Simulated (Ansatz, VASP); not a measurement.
# CsSrF3 in VASP and in Ansatz

```
Cs Sr F
1.0
     4.64627    0.00048   -0.01150
     0.00051    4.64984   -0.00600
    -0.01179   -0.00583    4.64690
Cs Sr F
1 1 3
Direct
  0.99797 0.00836 0.99981
  0.49955 0.50174 0.49997
  0.99971 0.49876 0.50758
  0.50151 0.00117 0.49267
  0.50127 0.48997 0.99997
```

Change from the starting cell: all atoms moved at random, sigma 0.1 Å a component, cell strained at random, sigma 0.03; relaxed back.

Alike in both runs: functional LDA; k mesh 6 × 6 × 6; occupations gaussian, width 0.05 eV; no spin polarisation.

Ansatz relaxed the structure, and its values are those at the end. VASP's run is a single point on that final structure, the one shown.

|  | VASP | Ansatz |
| --- | --- | --- |
| version | VASP 6.6.1 | Ansatz 0.2.0 |
| potentials or method | VASP PAW LDA potentials, release 64 (Cs_sv, Sr_sv, F), cutoff 520 eV | scalar-relativistic, plane waves, PAW |
| valence electrons in the cell | 40 | 40 |

Ansatz gave:

```
gap on the k mesh at the Fermi level (eV) : 6.31
least direct gap on the mesh (eV)         : 6.31
pressure (GPa)                            : 0.0
```

What did VASP give for the same quantities?

gap on the k mesh at the Fermi level (eV): 6.29; least direct gap on the mesh (eV): 6.29; pressure (GPa): 0.4.

LDA's correlation is that of Perdew and Zunger in VASP and of Perdew and Wang (1992) in Ansatz.

Spin-orbit coupling is off throughout.
